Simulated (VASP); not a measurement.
The system is As.

```
CELL_PARAMETERS angstrom
1.31486 -2.68297 0.00000
1.31486 2.68297 0.00000
0.00000 0.00000 2.95426
ATOMIC_POSITIONS crystal
As 0.50000 0.50000 0.00000
```

| Quantity | Value |
| --- | --- |
| Program | VASP 6.6.1 |
| Task | relaxation of cell and atoms |
| Functional | PBE |
| Potentials or basis | VASP PAW PBE potentials, release 64 (As) |
| Cutoff | 600 eV |
| k mesh | 8 × 8 × 6 |
| Occupations | gaussian, width 0.1 eV |
| Spin | no spin polarisation |

At the start: pressure 0.2 GPa; volume 20.84 Å³/atom.

Question: How do energy, volume and symmetry change on relaxing?

Answer: Over 13 steps the energy falls by 151.0 meV/atom and the volume is 20.52 Å³/atom (-1.6 %); space group Cmmm (No. 65, to 0.05 Å).

The path:
```
step  energy change (eV)  largest force (eV/Å)  pressure (GPa)  volume (Å³)
   1              0.0000                0.0000            0.18        20.84
   2             -0.1305                0.0000           -1.73        20.82
   3             -0.1330                0.0000           -1.73        20.81
   4             -0.1365                0.0000           -1.58        20.78
   5             -0.1470                0.0000           -1.05        20.69
   6             -0.1128                0.0000            1.84        20.42
   7             -0.1475                0.0000           -0.58        20.65
   8             -0.1479                0.0000           -0.79        20.66
   9             -0.1501                0.0000            0.56        20.31
  10             -0.1504                0.0000            0.16        20.40
  11             -0.1510                0.0000            0.25        20.40
  12             -0.1510                0.0000            0.27        20.40
  13             -0.1510                0.0000           -0.19        20.52
```

Final structure:
```
As
1.0
     1.52056   -2.49210    0.00000
     1.52056    2.49210    0.00000
     0.00000    0.00000    2.70721
As
1
Cartesian
  1.5206 0.0000 0.0000
```
